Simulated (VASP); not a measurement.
# Ti (Im-3m) in VASP: notebook

Ti is run at these levels: PBE; tasks: single point.

All numbers are computed with VASP 6.6.1; they aren't measurements. Logs are shortened: lines on timing, memory, paths and dates and some standing lists are left out, and cuts for length are marked.

### 1 The cell of the first run

Symmetry: Im-3m, No. 229, cubic system. Conventional cell: a = 3.260 Å, b = 3.260 Å, c = 3.260 Å, α = 90.00°, β = 90.00°, γ = 90.00°. Ti (site symmetry m-3m) has 14 Ti at 2.82 to 3.26 Å within 3.7 Å.

### 2 Single point, PBE, non-collinear spin, zero start, spin-orbit coupling

Input file INCAR:

```
SYSTEM = Ti
  PREC = Accurate
  ENCUT = 520
  EDIFF = 1E-6
  ISMEAR = -1
  SIGMA = 0.1
  LREAL = .False.
  LASPH = .True.
  NELM = 150
  ALGO = Normal
  ISIF = 2
  LWAVE = .False.
  LCHARG = .False.
  MAGMOM = 0 0 0
  LORBIT = 11
  LSORBIT = .True.
  GGA_COMPAT = .False.
  LORBMOM = .True.
  LMAXMIX = 4
  GGA = PE
  NBANDS = 23
```

Input file KPOINTS:

```
Automatic mesh
0
Gamma
  14 14 14
  0 0 0
```

Input file POSCAR:

```
Ti
1.0
   -1.6301190851      1.6301190851      1.6301190851
    1.6301190851     -1.6301190851      1.6301190851
    1.6301190851      1.6301190851     -1.6301190851
Ti
1
Direct
    0.0000000000      0.0000000000      0.0000000000
```

Potentials or basis: VASP PAW PBE potentials, release 64 (Ti_sv).

Command:

```sh
$ cat potpaw_PBE.64/Ti_sv/POTCAR > POTCAR
$ mpirun -np 1 vasp_ncl > vasp.out
```

OUTCAR:

```text
SYSTEM = Ti
   PREC = Accurate
   ENCUT = 520
   EDIFF = 1E-6
   ISMEAR = -1
   LREAL = .False.
   LASPH = .True.
   NELM = 150
   ISIF = 2
   LORBIT = 11
   LSORBIT = .True.
   GGA = PE

 ion  position               nearest neighbor table
   1  0.000  0.000  0.000-

  LATTYP: Found a body centered cubic cell.
 ALAT       =     3.2602381702

  Lattice vectors:

 A1 = (  -1.6301190851,   1.6301190851,   1.6301190851)
 A2 = (   1.6301190851,  -1.6301190851,   1.6301190851)
 A3 = (   1.6301190851,   1.6301190851,  -1.6301190851)

Analysis of symmetry for initial positions (statically):
=====================================================================
 Subroutine PRICEL returns:
 Original cell was already a primitive cell.

 Routine SETGRP: Setting up the symmetry group for a
 body centered cubic supercell.

 Subroutine GETGRP returns: Found 48 space group operations
 (whereof 48 operations were pure point group operations)
 out of a pool of 48 trial point group operations.

The static configuration has the point symmetry O_h .

Analysis of symmetry for dynamics (positions and initial velocities):
=====================================================================
 Subroutine PRICEL returns:
 Original cell was already a primitive cell.

 Routine SETGRP: Setting up the symmetry group for a
 body centered cubic supercell.

 Subroutine GETGRP returns: Found 48 space group operations
 (whereof 48 operations were pure point group operations)
 out of a pool of 48 trial point group operations.

The dynamic configuration has the point symmetry O_h .

Analysis of structural, dynamic, and magnetic symmetry:
=====================================================================
 Subroutine PRICEL returns:
 Original cell was already a primitive cell.

 Routine SETGRP: Setting up the symmetry group for a
 body centered cubic supercell.

 Subroutine GETGRP returns: Found 48 space group operations
 (whereof 48 operations were pure point group operations)
 out of a pool of 48 trial point group operations.

The overall configuration has the point symmetry O_h .

 Subroutine INISYM returns: Found 48 space group operations
 (whereof 48 operations are pure point group operations),
 and found     1 'primitive' translations

----------------------------------------------------------------------------------------

                                     Primitive cell

  volume of cell :      17.3268

  direct lattice vectors                    reciprocal lattice vectors
    -1.630119085  1.630119085  1.630119085     0.000000000  0.306726057  0.306726057
     1.630119085 -1.630119085  1.630119085     0.306726057  0.000000000  0.306726057
     1.630119085  1.630119085 -1.630119085     0.306726057  0.306726057  0.000000000

  length of vectors
     2.823449078  2.823449078  2.823449078     0.433776150  0.433776150  0.433776150

  position of ions in fractional coordinates (direct lattice)
     0.000000000  0.000000000  0.000000000

  ion indices of the primitive-cell ions
   primitive index   ion index
                 1           1

----------------------------------------------------------------------------------------

 KPOINTS: Automatic mesh

Automatic generation of k-mesh.
 Grid dimensions read from file:
 generate k-points for:   14   14   14

 Generating k-lattice:

  Cartesian coordinates                     Fractional coordinates (reciprocal lattice)
     0.000000000  0.021909004  0.021909004     0.071428571  0.000000000  0.000000000
     0.021909004  0.000000000  0.021909004     0.000000000  0.071428571  0.000000000
     0.021909004  0.021909004  0.000000000     0.000000000  0.000000000  0.071428571

  Length of vectors
     0.030984011  0.030984011  0.030984011

  Shift w.r.t. Gamma in fractional coordinates (k-lattice)
     0.000000000  0.000000000  0.000000000

 Subroutine IBZKPT returns following result:
[... 47 lines left out ...]
   ENCUT  =  520.0 eV  38.22 Ry    6.18 a.u.   5.25  5.25  5.25*2*pi/ulx,y,z
   NELM   =    150;   NELMIN=  2; NELMDL= -5     # of ELM steps
   EDIFF  = 0.1E-05   stopping-criterion for ELM
   LREAL  =      F    real-space projection
   EDIFFG = 0.1E-04   stopping-criterion for IOM
   NSW    =      0    number of steps for IOM
   IBRION =     -1    ionic relax: 0-MD 1-quasi-New 2-CG
   NFREE  =      0    steps in history (QN), initial steepest desc. (CG)
   ISIF   =      2    stress and relaxation
   ISYM   =      2    0-nonsym 1-usesym 2-fastsym
   POTIM  = 0.5000    time-step for ionic-motion
   TEBEG  =    0.0;   TEEND  =   0.0 temperature during run
   PSTRESS=    0.0 pullay stress
   NELECT =      12.0000    total number of electrons
   NUPDOWN=      -1.0000    fix difference up-down
   EMIN   =  10.00;   EMAX   =-10.00  energy-range for DOS
   EFERMI =   0.00;   METHOD = LEGACY
   ISMEAR =    -1;   SIGMA  =   0.10  broadening in eV -4-tet -1-fermi 0-gaus
   EFERMI_NEDOS =   21; number of points for ismear=-14 and -15
   IALGO  =     38    algorithm
   IMIX   =      4    mixing-type and parameters
     AMIX     =   0.40;   BMIX     =  1.00
     AMIX_MAG =   1.60;   BMIX_MAG =  1.00
  volume/ion in A,a.u.               =      17.33       116.93
  Fermi-wavevector in a.u.,A,eV,Ry     =   1.448425  2.737126 28.544126  2.097934
  Thomas-Fermi vector in A             =   2.566267
   LORBIT       =     11    0 simple, 1 ext, 2 COOP (PROOUT), +10 PAW based schemes
   GGA     = PE    functional components
   LHFCALC =     F    Hartree Fock is set to
   AEXX    =    0.0000 exact exchange contribution
   IVDW    =     0    specifies the selected vdW correction
   LEPSILON=     F    determine dielectric tensor
   LRPA    =     F    only Hartree local field effects (RPA)
  energy-cutoff  :      520.00
  volume of cell :       17.33
 maximum number of plane-waves:       952
 NGX is ok and might be reduce to    24
   NGX = 11   NGY = 11   NGZ = 11

 number of electron      12.0000000 magnetization       0.0000000      0.0000000      0.0000000

 number of electron      11.9999997 magnetization      -0.0000000      0.0000000     -0.0000000

 number of electron      11.9999997 magnetization       0.0000000     -0.0000000      0.0000000

 Free energy of the ion-electron system (eV)
  ---------------------------------------------------
  ext. energy  EPLUGINS =         0.00000000
  ---------------------------------------------------
  free energy    TOTEN  =        -7.76825285 eV

  energy without entropy =       -7.69094622  energy(sigma->0) =       -7.72959954

 E-fermi :   8.1109     XC(G=0): -11.5051

 val. band max:        8.1042332112   @ k =   0.3571   0.2143   0.0000
 cond. band min:       8.1140287994   @ k =  -0.2857   0.3571   0.0714
 fundamental gap:      0.0097955882
 Fermi energy:         8.1108874543

 k-point     1 :       0.0000    0.0000    0.0000
  band No.  band energies     occupation
      1     -48.4140      1.00000
      2     -48.4140      1.00000
      3     -24.7111      1.00000
      4     -24.7111      1.00000
      5     -24.0475      1.00000
      6     -24.0475      1.00000
[... 613 lines left out ...]
     22      16.5919      0.00000
     23      17.6473      0.00000

 [... further k-points ...]

------------------------ aborting loop because EDIFF is reached ----------------------------------------

  FORCE on cell =-STRESS in cart. coord.  units (eV):
  Direction    XX          YY          ZZ          XY          YZ          ZX
  --------------------------------------------------------------------------------------
  -------------------------------------------------------------------------------------
  Total       -0.0336405     -0.0336405     -0.0336405     -0.0000000     -0.0000000     -0.0000000
  in kB       -3.1106811     -3.1106811     -3.1106811     -0.0000000     -0.0000000     -0.0000000
  external PRESSURE =      -3.1106811 kB  Pullay stress =       0.0000000 kB

 VOLUME and BASIS-vectors are now :
 -----------------------------------------------------------------------------
  energy-cutoff  :      520.00
  volume of cell :       17.33
      direct lattice vectors                 reciprocal lattice vectors
    -1.630119085  1.630119085  1.630119085     0.000000000  0.306726057  0.306726057
     1.630119085 -1.630119085  1.630119085     0.306726057  0.000000000  0.306726057
     1.630119085  1.630119085 -1.630119085     0.306726057  0.306726057  0.000000000

 POSITION                                       TOTAL-FORCE (eV/Angst)
 -----------------------------------------------------------------------------------
      0.00000      0.00000      0.00000        -0.000000      0.000000     -0.000000
 -----------------------------------------------------------------------------------
    total drift:                                0.000000      0.000000      0.000000

  FREE ENERGIE OF THE ION-ELECTRON SYSTEM (eV)
  ---------------------------------------------------
  free  energy   TOTEN  =        -7.7682528525 eV

  energy  without entropy=       -7.6909462215  energy(sigma->0) =       -7.72959954

 orbital moment (x)

 # of ion     p       d       tot
 ----------------------------------------
  1         0.000  -0.000  -0.000
 ----------------------------------------
            0.000  -0.000  -0.000

 orbital moment (y)

 # of ion     p       d       tot
 ----------------------------------------
  1         0.000  -0.000  -0.000
 ----------------------------------------
            0.000  -0.000  -0.000

 orbital moment (z)

 # of ion     p       d       tot
 ----------------------------------------
  1         0.000   0.000   0.000
 ----------------------------------------
            0.000   0.000   0.000

 Spin-Orbit-Coupling matrix elements

 Ion:    1  E_soc:     -0.0111216
 l=   1
     0.0000000    -0.0017559    -0.0017559
    -0.0017559     0.0000000    -0.0017559
    -0.0017559    -0.0017559     0.0000000
 l=   2
     0.0000000    -0.0000171     0.0000000    -0.0000171    -0.0000806
    -0.0000171     0.0000000    -0.0000604    -0.0000171    -0.0000201
     0.0000000    -0.0000604     0.0000000    -0.0000604     0.0000000
    -0.0000171    -0.0000171    -0.0000604     0.0000000    -0.0000201
    -0.0000806    -0.0000201     0.0000000    -0.0000201     0.0000000
 l=   3
     0.0000000     0.0000000     0.0000000     0.0000000     0.0000000     0.0000000     0.0000000
     0.0000000     0.0000000     0.0000000     0.0000000     0.0000000     0.0000000     0.0000000
     0.0000000     0.0000000     0.0000000     0.0000000     0.0000000     0.0000000     0.0000000
     0.0000000     0.0000000     0.0000000     0.0000000     0.0000000     0.0000000     0.0000000
     0.0000000     0.0000000     0.0000000     0.0000000     0.0000000     0.0000000     0.0000000
     0.0000000     0.0000000     0.0000000     0.0000000     0.0000000     0.0000000     0.0000000
     0.0000000     0.0000000     0.0000000     0.0000000     0.0000000     0.0000000     0.0000000

 total charge

# of ion       s       p       d       tot
------------------------------------------
    1        2.243   6.113   1.911  10.267

 magnetization (x)

# of ion       s       p       d       tot
------------------------------------------
    1        0.000  -0.000   0.000   0.000

 magnetization (y)

# of ion       s       p       d       tot
------------------------------------------
    1        0.000  -0.000   0.000   0.000

 magnetization (z)

# of ion       s       p       d       tot
------------------------------------------
    1        0.000   0.000   0.000   0.000
```

Run time: 2.4 min. Hardware: 1 thread of Intel Xeon 6975P-C, shared host; peak memory 0.23 GiB.

Results:

| Property | Result |
| --- | --- |
| Free energy | -7.7683 eV |
| Pressure | -0.3 GPa |
| Net moment | 0.00 μB per cell |
| Valence electrons inside the program's atomic spheres | Ti 10.27 |

Moments on the atoms (μB; x, y, z):
```
Ti  0.00 0.00 0.00
```

### 3 Single point, PBE, collinear spin, ferromagnetic start (volume scaled by 1.04)

Input file INCAR:

```
PREC = Accurate
ENCUT = 520
EDIFF = 1E-7
ISMEAR = -1
SIGMA = 0.05
LREAL = F
LASPH = T
NELM = 150
ALGO = Normal
ISIF = 2
LWAVE = F
LCHARG = F
ISPIN = 2
MAGMOM = 1
LORBIT = 11
LMAXMIX = 4
GGA = PE
NBANDS = 16
```

Input file KPOINTS:

```
regular mesh
0
Gamma
  22 22 22
```

Input file POSCAR:

```
Ti
1.0
   -1.6494391398      1.6494391398      1.6494391398
    1.6494391398     -1.6494391398      1.6494391398
    1.6494391398      1.6494391398     -1.6494391398
Ti
1
Direct
    0.0000000000      0.0000000000      0.0000000000
```

Potentials or basis: VASP PAW PBE potentials, release 64 (Ti_sv).

Command:

```sh
$ cat potpaw_PBE.64/Ti_sv/POTCAR > POTCAR
$ mpirun -np 1 vasp_std > vasp.out
```

OUTCAR:

```text
PREC = Accurate
   ENCUT = 520
   EDIFF = 1E-7
   ISMEAR = -1
   LREAL = F
   LASPH = T
   NELM = 150
   ISIF = 2
   ISPIN = 2
   LORBIT = 11
   GGA = PE

 ion  position               nearest neighbor table
   1  0.000  0.000  0.000-

  LATTYP: Found a body centered cubic cell.
 ALAT       =     3.2988782796

  Lattice vectors:

 A1 = (  -1.6494391398,   1.6494391398,   1.6494391398)
 A2 = (   1.6494391398,  -1.6494391398,   1.6494391398)
 A3 = (   1.6494391398,   1.6494391398,  -1.6494391398)

Analysis of symmetry for initial positions (statically):
=====================================================================
 Subroutine PRICEL returns:
 Original cell was already a primitive cell.

 Routine SETGRP: Setting up the symmetry group for a
 body centered cubic supercell.

 Subroutine GETGRP returns: Found 48 space group operations
[... 9 lines left out ...]

 Routine SETGRP: Setting up the symmetry group for a
 body centered cubic supercell.

 Subroutine GETGRP returns: Found 48 space group operations
 (whereof 48 operations were pure point group operations)
 out of a pool of 48 trial point group operations.

The dynamic configuration has the point symmetry O_h .

Analysis of structural, dynamic, and magnetic symmetry:
[... 172 lines left out ...]
      5       1.8683      1.00000
      6       8.7065      0.00000
[... 435 lines left out ...]
      5       3.0926      1.00000
      6       8.2601      0.00004
[... 8 lines left out ...]
     15      29.4020      0.00000
     16      31.3912      0.00000

 [... further k-points ...]

 spin component 2

 k-point     1 :       0.0000    0.0000    0.0000
  band No.  band energies     occupation
      1     -48.8479      1.00000
      2     -24.7407      1.00000
      3     -24.7407      1.00000
      4     -24.7407      1.00000
      5       1.8690      1.00000
      6       8.7073      0.00000
[... 435 lines left out ...]
      5       3.0933      1.00000
      6       8.2610      0.00004
[... 8 lines left out ...]
     15      29.4026      0.00000
     16      31.3919      0.00000

 [... further k-points ...]
[... 5 lines left out ...]
  --------------------------------------------------------------------------------------
  -------------------------------------------------------------------------------------
  Total       -0.4633037     -0.4633037     -0.4633037     -0.0000000      0.0000000      0.0000000
  in kB      -41.3530465    -41.3530465    -41.3530465     -0.0000000      0.0000000      0.0000000
  external PRESSURE =     -41.3530465 kB  Pullay stress =       0.0000000 kB

 VOLUME and BASIS-vectors are now :
 -----------------------------------------------------------------------------
  energy-cutoff  :      520.00
  volume of cell :       17.95
      direct lattice vectors                 reciprocal lattice vectors
    -1.649439140  1.649439140  1.649439140     0.000000000  0.303133343  0.303133343
     1.649439140 -1.649439140  1.649439140     0.303133343  0.000000000  0.303133343
     1.649439140  1.649439140 -1.649439140     0.303133343  0.303133343  0.000000000

 POSITION                                       TOTAL-FORCE (eV/Angst)
 -----------------------------------------------------------------------------------
      0.00000      0.00000      0.00000        -0.000000      0.000000     -0.000000
 -----------------------------------------------------------------------------------
    total drift:                               -0.000000      0.000000      0.000000

  FREE ENERGIE OF THE ION-ELECTRON SYSTEM (eV)
  ---------------------------------------------------
  free  energy   TOTEN  =        -7.7246736427 eV

  energy  without entropy=       -7.7046169953  energy(sigma->0) =       -7.71464532

 total charge

# of ion       s       p       d       tot
------------------------------------------
    1        2.237   6.106   1.885  10.227

 magnetization (x)

# of ion       s       p       d       tot
------------------------------------------
    1        0.000   0.000   0.001   0.001
```

stdout:

```text
POSCAR found type information on POSCAR Ti
 POSCAR found :  1 types and       1 ions
 scaLAPACK will be used
 LDA part: xc-table for (Slater+PW92), standard interpolation
 POSCAR, INCAR and KPOINTS ok, starting setup
 FFT: planning ... GRIDC
 FFT: planning ... GRID_SOFT
 FFT: planning ... GRID
 WAVECAR not read
 entering main loop
```

It took 7.5 min on 1 thread of AMD EPYC 7R13, shared host; peak memory 0.22 GiB.

Results:

```
Free energy                                           : -7.7247 eV
Pressure                                              : -4.1 GPa
Band gap on the k mesh                                : zero (filled and empty bands overlap)
Net moment                                            : 0.00 μB per cell
Valence electrons inside the program's atomic spheres : Ti 10.23
```

### 4 Single point, PBE, collinear spin, ferromagnetic start (volume scaled by 1.08)

Input file INCAR:

```
SYSTEM = Ti
PREC = Accurate
ENCUT = 520
EDIFF = 1E-6
ISMEAR = -1
SIGMA = 0.05
LREAL = .FALSE.
LASPH = .TRUE.
NELM = 150
ALGO = Normal
ISIF = 2
LWAVE = .FALSE.
LCHARG = .TRUE.
ISPIN = 2
MAGMOM = 1
LORBIT = 11
LMAXMIX = 4
GGA = PE
LELF = .TRUE.
LVHAR = .TRUE.
NBANDS = 16
```

Input file KPOINTS:

```
regular mesh
0
G
  22 22 22
  0 0 0
```

Input file POSCAR:

```
Ti
1.0
   -1.6703203330      1.6703203330      1.6703203330
    1.6703203330     -1.6703203330      1.6703203330
    1.6703203330      1.6703203330     -1.6703203330
Ti
1
Direct
    0.0000000000      0.0000000000      0.0000000000
```

Command:

```sh
$ cat potpaw_PBE.64/Ti_sv/POTCAR > POTCAR
$ mpirun -np 1 vasp_std > vasp.out
```

Run time: 7.8 min. Hardware: 1 thread of AMD EPYC 7R13, shared host; peak memory 0.23 GiB.

The run converged. Its results:

| Property | Result |
| --- | --- |
| Free energy | -7.7000 eV |
| Pressure | -7.4 GPa |
| Band gap on the k mesh | zero (filled and empty bands overlap) |
| Net moment | 0.00 μB per cell |
| Valence electrons inside the program's atomic spheres | Ti 10.19 |

Levels at points of the mesh, in eV from the Fermi level:
Spin up:
```csv
k point,band 2,band 3,band 4,band 5,band 6,band 7,band 8,band 9,band 10,band 11
"(0.00, 0.00, 0.00)",-32.60,-32.60,-32.60,-5.79,0.92,0.92,0.92,2.53,2.53,16.91
"(0.50, 0.00, 0.00)",-33.14,-32.78,-32.61,-2.29,-0.33,0.95,2.50,2.82,3.89,8.01
"(0.50, 0.50, 0.50)",-32.97,-32.97,-32.97,-1.88,-1.88,3.58,3.58,3.58,7.83,7.83
```
Spin down:
```csv
k point,band 2,band 3,band 4,band 5,band 6,band 7,band 8,band 9,band 10,band 11
"(0.00, 0.00, 0.00)",-32.61,-32.61,-32.61,-5.79,0.92,0.92,0.92,2.53,2.53,16.91
"(0.50, 0.00, 0.00)",-33.14,-32.78,-32.61,-2.29,-0.33,0.95,2.50,2.82,3.89,8.01
"(0.50, 0.50, 0.50)",-32.98,-32.98,-32.98,-1.88,-1.88,3.58,3.58,3.58,7.83,7.83
```

(Continued in part 2 of 2.)
